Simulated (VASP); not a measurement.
Here is a VASP 6.6.1 calculation.

The input INCAR:

```
SYSTEM = Sc2GaSbAs2
ALGO = Normal ; EDIFF = 1E-6
EDIFFG = -0.04 ; ENCUT = 600
GGA = PE ; IBRION = 2
ISIF = 3 ; ISMEAR = 0
LASPH = .TRUE. ; LCHARG = .FALSE.
LREAL = .FALSE. ; LWAVE = .FALSE.
NELM = 80 ; NSW = 90
PREC = Accurate ; SIGMA = 0.1
```

Contents of KPOINTS:

```
k-points
0
G
  6 6 6
  0 0 0
```

Contents of POSCAR:

```
Sc2GaSbAs2
1.0
   -2.1612415800      2.1612415800      6.0635782700
    2.1612415800     -2.1612415800      6.0635782700
    2.1612415800      2.1612415800     -6.0635782700
Sc Ga Sb As
2 1 1 2
Direct
    0.7500000000      0.2500000000      0.5000000000
    0.2500000000      0.7500000000      0.5000000000
    0.0000000000      0.0000000000      0.0000000000
    0.5000000000      0.5000000000      0.0000000000
    0.3530310100      0.3530310100      0.0000000000
    0.6469689900      0.6469689900      0.0000000000
```

Potentials or basis: VASP PAW PBE potentials, release 64 (Sc_sv, Ga_d, Sb, As).

Launch:

```console
$ cat potpaw_PBE.64/Sc_sv/POTCAR potpaw_PBE.64/Ga_d/POTCAR potpaw_PBE.64/Sb/POTCAR potpaw_PBE.64/As/POTCAR > POTCAR
$ mpirun -np 1 vasp_std > vasp.out
```

Predict the relaxed cell.

a = 6.701 Å, b = 6.701 Å, c = 6.701 Å, α = 133.77°, β = 133.77°, γ = 67.45°.

What does it give for the relaxed volume?

25.71 Å³/atom.

What does it give for the space group after relaxing (to 0.1 Å)?

I4/mmm (No. 139).

Forces on the atoms (eV/Å):
```
Sc   0.000  0.000  0.000
Sc   0.000  0.000  0.000
Ga   0.000  0.000  0.000
Sb   0.000  0.000  0.000
As   0.000  0.000  0.005
As   0.000  0.000 -0.005
```

Caveat: the volume moved by over 15 % at a fixed basis, so the end points are rough.
